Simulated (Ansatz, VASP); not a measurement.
# InP in VASP and in Ansatz

The input INCAR:

```
ALGO = Normal
EDIFF = 1E-6
ENCUT = 520
ISIF = 2
ISMEAR = -1
LASPH = True
LCHARG = False
LREAL = False
LWAVE = False
NBANDS = 16
NELM = 60
PREC = Accurate
SIGMA = 0.15
```

File KPOINTS:

```
k-points
0
Gamma
  14 14 14
```

File POSCAR:

```
InP
1.0
    0.0000000000      2.6914463608      2.6914463608
    2.6914463608      0.0000000000      2.6914463608
    2.6914463608      2.6914463608      0.0000000000
In P
1 1
Direct
    0.0000000000      0.0000000000      0.0000000000
    0.5000000000      0.5000000000      0.5000000000
```

Input for Ansatz:

```yaml
crystal:
  lattice:
    - [0.0, 2.6914463608, 2.6914463608]
    - [2.6914463608, 0.0, 2.6914463608]
    - [2.6914463608, 2.6914463608, 0.0]
  atoms:
    - { symbol: In, position: [0.0, 0.0, 0.0] }
    - { symbol: P, position: [0.5, 0.5, 0.5] }
basis:
  ecutwfc: 420
kpoints:
  mp_grid: { grid: [14, 14, 14] }
hamiltonian:
  xc: lda
scf:
  occupations: { method: fermi_dirac, width: 0.15 }
output:
  forces: true
  stress: true
  eigenvalues: true
```

Alike in both runs: task single point; functional LDA; k mesh 14 × 14 × 14; occupations fermi-dirac, width 0.15 eV; no spin polarisation.

|  | VASP | Ansatz |
| --- | --- | --- |
| version | VASP 6.6.1 | Ansatz 0.2.0 |
| potentials or method | VASP PAW LDA potentials, release 64 (In_d, P), cutoff 520 eV | scalar-relativistic, plane waves, PAW |
| valence electrons in the cell | 18 | 18 |

|  | VASP | Ansatz | Ansatz less VASP |
| --- | --- | --- | --- |
| gap on the k mesh at the Fermi level (eV) | none | none | - |
| pressure (GPa) | 2.0 | 1.9 | -0.08 |

LDA's correlation is that of Perdew and Zunger in VASP and of Perdew and Wang (1992) in Ansatz. A gap of «none» marks a metal or a gap that the smearing closes.
